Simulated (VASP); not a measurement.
Write the native input for VASP 6.6.1 that does the following.

```
Task                   : single point
Functional             : PBE
Potentials or basis    : VASP PAW PBE potentials, release 64 (Si, W_sv, Cu)
Cutoff                 : 520 eV
k mesh                 : 3 × 3 × 2
Occupations            : methfessel-paxton, width 0.1 eV
Spin                   : no spin polarisation
Dipole correction      : no
Further INCAR settings : LREAL = Auto; ALGO = Normal; EDIFF = 1e-06; NBANDS = 162
```

The structure of CuSi24W12 (a cell with a defect) lies in POSCAR:

```
CuSi24W12
1.0
   -3.2292007300      3.2292007300      7.8679106500
    3.2292007300     -3.2292007300      7.8679106500
    4.8438010900      4.8438010900    -11.8018659700
Si W Cu
24 12 1
Direct
    0.2553697275      0.1216525832      0.0339195390
    0.3234691653      0.3332271527     -0.0012472643
    0.1667228427      0.1694616009      0.3343840859
    0.3305309710      0.3399346912      0.3380117122
    0.1632223250      0.1643467518      0.6641835493
    0.3292600080      0.3309602740      0.6641471110
    0.1607111753      0.6759631336      0.0007745983
    0.3427505335      0.8070813774     -0.0031676569
    0.1633683706      0.6650449883      0.3287902353
    0.3324646864      0.8357875319      0.3332361239
    0.1675816254      0.6658787691      0.6666395750
    0.3293593421      0.8337231572      0.6634783180
    0.6629972657      0.1619763830     -0.0019047025
    0.7981095096      0.3639466572      0.0208522188
    0.6751057520      0.1674115462      0.3387466722
    0.8336571576      0.3332215591      0.3336175392
    0.6453685470      0.1711982715      0.6506528533
    0.8344083870      0.3367784363      0.6686253089
    0.6699058379      0.6673132459      0.0004168214
    0.8380737918      0.8381714940      0.0002847970
    0.6628258244      0.6685448867      0.3335661333
    0.8343939037      0.8368568971      0.3379757900
    0.6649581176      0.6673652148      0.6651743001
    0.8263181700      0.8154997034      0.6537780848
    0.0055609134      0.0024085854      0.0049195868
   -0.0007504752      0.0025763542      0.3349198222
    0.0026398939     -0.0018143043      0.6661674251
   -0.0003923686      0.5305024699      0.0068557728
   -0.0009638162      0.5050643426      0.3389349541
   -0.0021113590      0.5001822844      0.6650260694
    0.5163897090     -0.0104031857     -0.0019658115
    0.5035309992      0.0020522634      0.3355087192
    0.4972812213     -0.0013752992      0.6643988760
    0.4858024234      0.4995658911     -0.0016800855
    0.4990974217      0.4994196376      0.3329177788
    0.4981033138      0.5024059265      0.6667187484
   -0.0607298723      0.1914320613     -0.0993635971
```

One way to write it, as run:

INCAR

```
SYSTEM = CuSi24W12
ALGO = Normal
EDIFF = 1E-6
ENCUT = 520
GGA = PE
ISIF = 2
ISMEAR = 1
LASPH = .TRUE.
LCHARG = .FALSE.
LREAL = Auto
LWAVE = .FALSE.
NBANDS = 162
NELM = 60
PREC = Accurate
SIGMA = 0.1
```

KPOINTS

```
k-points
0
G
  3 3 2
  0 0 0
```

Potentials or basis: VASP PAW PBE potentials, release 64 (Si, W_sv, Cu).

Run with:

```console
$ cat potpaw_PBE.64/Si/POTCAR potpaw_PBE.64/W_sv/POTCAR potpaw_PBE.64/Cu/POTCAR > POTCAR
$ mpirun -np 1 vasp_std > vasp.out
```

Results of the run:

- Pressure: 8.7 GPa
- Largest force: 3.016 eV/Å
- Band gap on the k mesh: zero (an odd number of electrons rules out a gap without spin polarisation)

Caveat: spin-orbit coupling is left out, which moves the levels of the heavy elements.

Wall time 2.1 h on 1 thread of Oxide Virtual Turin-like Processor, on a shared host, peak memory 1.3 GiB.
